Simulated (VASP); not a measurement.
## Sc3Al13N16: single point with PBE

The system is Sc3Al13N16.

```
Al Sc N
1.0
     6.41522   -0.00608   -0.00177
    -3.21288    5.55271    0.00177
    -0.00276    0.00160   10.18417
Al Sc N
13 3 16
Direct
  0.16625 0.33375 0.00433
  0.16490 0.83250 0.00412
  0.16506 0.82892 0.49585
  0.66750 0.33510 0.00412
  0.67108 0.33494 0.49585
  0.66729 0.83271 0.99907
  0.33554 0.16446 0.24781
  0.33298 0.66980 0.24384
  0.32955 0.66551 0.75746
  0.83020 0.16702 0.24384
  0.83449 0.17045 0.75746
  0.83481 0.66519 0.24755
  0.83618 0.66382 0.75252
  0.16304 0.33696 0.49411
  0.66551 0.83449 0.49903
  0.33556 0.16444 0.75000
  0.16710 0.33290 0.19424
  0.15810 0.34190 0.70042
  0.16494 0.83318 0.19034
  0.15760 0.81225 0.68609
  0.66682 0.33506 0.19034
  0.68775 0.34240 0.68609
  0.66794 0.83206 0.18949
  0.66645 0.83355 0.70767
  0.34250 0.15750 0.43913
  0.33331 0.16669 0.95483
  0.32663 0.67908 0.42849
  0.33119 0.66730 0.94697
  0.82092 0.17337 0.42849
  0.83270 0.16881 0.94697
  0.84152 0.65848 0.43476
  0.83459 0.66541 0.94270
```

| Quantity | Value |
| --- | --- |
| Program | VASP 6.6.1 |
| Task | single point |
| Functional | PBE |
| Potentials or basis | VASP PAW PBE potentials, release 64 (Al, Sc_sv, N) |
| Cutoff | 520 eV |
| k mesh | 3 × 3 × 2 |
| Occupations | gaussian, width 0.01 eV |
| Spin | no spin polarisation |
| Dipole correction | no |
| Further INCAR settings | LREAL = Auto; ALGO = Normal; EDIFF = 1e-06; NBANDS = 98 |

```
Pressure               : 0.0 GPa
Largest force          : 0.088 eV/Å
Band gap on the k mesh : 3.72 eV
```

Forces in eV/Å, atoms in the order of the input:
```
Al   0.000  0.000 -0.001
Al   0.001 -0.001  0.003
Al  -0.003 -0.001  0.002
Al   0.002  0.000  0.003
Al  -0.001  0.004  0.002
Al   0.000  0.000 -0.005
Al   0.001  0.000 -0.003
Al  -0.004  0.004 -0.004
Al  -0.002 -0.001 -0.001
Al  -0.006  0.001 -0.004
Al   0.000  0.002 -0.001
Al   0.001 -0.001 -0.004
Al   0.004 -0.002  0.000
Sc   0.017 -0.010  0.013
Sc   0.015 -0.009  0.020
Sc   0.005 -0.003 -0.002
N   -0.001  0.001 -0.001
N   -0.062  0.036  0.043
N    0.000  0.000  0.001
N   -0.001 -0.062 -0.022
N    0.000  0.000  0.001
N    0.054  0.032 -0.022
N    0.000  0.000  0.000
N   -0.002  0.001  0.053
N    0.054 -0.031 -0.017
N   -0.001  0.000  0.058
N   -0.062  0.038 -0.049
N   -0.001  0.000  0.002
N   -0.064  0.035 -0.049
N    0.000  0.001  0.002
N    0.053 -0.030 -0.020
N    0.002 -0.001  0.001
```

Levels at points of the mesh, in eV from the valence-band top:
| k point | band 74 | band 75 | band 76 | band 77 | band 78 | band 79 |
| --- | --- | --- | --- | --- | --- | --- |
| (0.00, 0.00, 0.00) | -0.30 | -0.10 | 0.00 | 3.72 | 4.13 | 4.16 |
| (0.00, 0.00, 0.50) | -0.32 | -0.29 | -0.01 | 3.94 | 4.08 | 4.17 |

Run time: 20 min on 1 thread of Intel Xeon 8259CL, on a shared host, peak memory 0.54 GiB.

Caveat: an odd mesh through Γ misses points on the zone boundary, where band edges can lie.
